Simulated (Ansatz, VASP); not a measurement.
**Two plane-wave programs on SiC**

File INCAR:

```
PREC = Accurate
ENCUT = 520
EDIFF = 1E-6
ISMEAR = 0
SIGMA = 0.05
LREAL = F
LASPH = T
NELM = 60
ALGO = Normal
ISIF = 2
LWAVE = F
LCHARG = F
GGA = PE
NBANDS = 11
```

The input KPOINTS:

```
regular mesh
0
Gamma
  20 20 20
```

POSCAR

```
SiC
1.0
    0.0000000000      1.8181372181      1.8181372181
    1.8181372181      0.0000000000      1.8181372181
    1.8181372181      1.8181372181      0.0000000000
C Si
1 1
Direct
    0.0000000000      0.0000000000      0.0000000000
    0.5000000000      0.5000000000      0.5000000000
```

Input for Ansatz:

```yaml
crystal:
  lattice:
    - [0.0, 1.8181372181, 1.8181372181]
    - [1.8181372181, 0.0, 1.8181372181]
    - [1.8181372181, 1.8181372181, 0.0]
  atoms:
    - { symbol: C, position: [0.0, 0.0, 0.0] }
    - { symbol: Si, position: [0.5, 0.5, 0.5] }
basis:
  ecutwfc: 420
  ecutrho_ratio: 4
kpoints:
  mp_grid: { grid: [20, 20, 20] }
hamiltonian:
  xc: pbe
scf:
  occupations: { method: gaussian, width: 0.05 }
output:
  forces: true
  stress: true
  eigenvalues: true
```

Alike in both runs: task single point; functional PBE; k mesh 20 × 20 × 20; occupations gaussian, width 0.05 eV; no spin polarisation.

```csv
,VASP,Ansatz
version,VASP 6.6.1,Ansatz 0.2.0
potentials or method,"VASP PAW PBE potentials, release 64 (C, Si), cutoff 520 eV","scalar-relativistic, plane waves, PAW"
valence electrons in the cell,8,8
```

|  | VASP | Ansatz | Ansatz less VASP |
| --- | --- | --- | --- |
| gap on the k mesh at the Fermi level (eV) | 0.81 | 0.84 | +0.028 |
| least direct gap on the mesh (eV) | 6.53 | 6.55 | +0.018 |
